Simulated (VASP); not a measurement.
HfSnSe4: single point with PBE

The system is HfSnSe4.

```
CELL_PARAMETERS angstrom
4.39873 0.00000 0.00000
-2.19937 3.80941 0.00000
0.00000 0.00000 10.51901
ATOMIC_POSITIONS crystal
Hf 0.00000 0.00000 0.00000
Sn 0.00000 0.00000 0.50000
Se 0.00000 0.00000 0.70178
Se 0.00000 0.00000 0.29822
Se 0.33333 0.66667 0.00000
Se 0.66667 0.33333 0.00000
```

- Program: VASP 6.6.1
- Task: single point
- Functional: PBE
- Potentials or basis: VASP PAW PBE potentials, release 64 (Hf_pv, Sn_d, Se)
- Cutoff: 520 eV
- k mesh: 6 × 6 × 2
- Occupations: gaussian, width 0.1 eV
- Spin: no spin polarisation
- Dipole correction: no
- Further INCAR settings: ALGO = Normal; EDIFF = 1e-07; NBANDS = 33

| Property | Result |
| --- | --- |
| Pressure | 20.9 GPa |
| Largest force | 7.632 eV/Å |
| Band gap on the k mesh | zero (band 24 reaches 4.62 eV, above the bottom of band 25 at 2.91 eV) |

Forces in eV/Å, atoms in the order of the input:
```
Hf   0.000  0.000  0.000
Sn   0.000  0.000  0.000
Se   0.000  0.000  7.632
Se   0.000  0.000 -7.632
Se   0.000  0.000  0.000
Se   0.000  0.000  0.000
```

Stress tensor (GPa, compression positive):
```
19.12  0.00  0.00
 0.00 19.12  0.00
 0.00  0.00 24.57
```

Levels at points of the mesh, in eV from the Fermi level:
| k point | band 22 | band 23 | band 24 | band 25 | band 26 | band 27 |
| --- | --- | --- | --- | --- | --- | --- |
| (0.00, 0.00, 0.00) | -0.77 | -0.77 | -0.77 | -0.06 | 1.04 | 1.04 |
| (0.50, 0.00, 0.00) | -2.29 | -1.88 | -0.11 | 0.34 | 0.50 | 0.52 |
| (0.00, 0.00, 0.50) | -0.64 | -0.64 | -0.06 | 0.81 | 0.81 | 0.91 |
| (0.50, 0.00, 0.50) | -2.37 | -1.70 | 0.21 | 0.44 | 0.73 | 1.45 |

Run time: 3.6 min on 1 thread of AMD EPYC 7R43 64-Core Processor (Zen 3), with other jobs on the host, peak memory 0.3 GiB.

Caveat: spin-orbit coupling is left out, which moves the levels of the heavy elements; forces of over 1 eV/Å act on the atoms, so gaps and moduli don't describe the material at rest.
